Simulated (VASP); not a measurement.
ZnS: single point with PBE

ZnS:

```xyz
2
Lattice="0.0000 2.7216 2.7216 2.7216 0.0000 2.7216 2.7216 2.7216 0.0000" Properties=species:S:1:pos:R:3 pbc="T T T"
Zn    0.0000    0.0000    0.0000
S     4.0823    4.0823    3.4823
```

This cell differs from its parent crystal: atom 2 (S) moved by (+0.000, -0.600) A along [1 1 0] and z.

```json
{
 "Program": "VASP 6.6.1",
 "Task": "single point",
 "Functional": "PBE",
 "Potentials or basis": "VASP PAW PBE potentials, release 64 (Zn, S)",
 "Cutoff": "520 eV",
 "k mesh": "8 × 8 × 8",
 "Occupations": "gaussian, width 0.05 eV",
 "Spin": "no spin polarisation",
 "Dipole correction": "no",
 "Further INCAR settings": "ALGO = Normal; EDIFF = 1e-06; NBANDS = 16"
}
```

```json
{
  "Pressure": "9.9 GPa",
  "Largest force": "2.561 eV/Å",
  "Band gap on the k mesh": "2.09 eV"
}
```

Forces in eV/Å, atoms in the order of the input:
```
Zn   0.000  0.000 -2.561
S    0.000  0.000  2.561
```

Stress tensor (GPa, compression positive):
```
 13.48 -14.38   0.00
-14.38  13.48   0.00
  0.00   0.00   2.89
```

Levels at points of the mesh, in eV from the valence-band top:
```
           k point  band 6  band 7  band 8  band 9  band 10  band 11  band 12  band 13
(0.00, 0.00, 0.00)   -6.42   -1.42   -0.22    0.00     2.09     6.22     6.91     7.38
(0.50, 0.00, 0.00)   -6.42   -5.47   -1.40   -0.40     3.47     5.87     8.34     8.74
(0.00, 0.00, 0.50)   -6.19   -4.50   -2.00   -0.37     2.82     5.57     7.82     8.12
(0.50, 0.50, 0.00)   -6.22   -4.21   -2.85   -2.08     2.24     4.78    10.10    10.96
(0.00, 0.50, 0.50)   -6.40   -4.75   -1.99   -1.71     2.78     3.61    10.43    12.03
```

Wall time 79 s on 1 thread of Intel Xeon 8259CL (shared host), peak memory 0.21 GiB.

Caveat: the cell differs from its parent crystal (atom 2 (S) moved by (+0.000, -0.600) A along [1 1 0] and z); the cell stands under pressure; forces of over 1 eV/Å act on the atoms, so gaps and moduli don't describe the material at rest. A k mesh can miss the band edges.
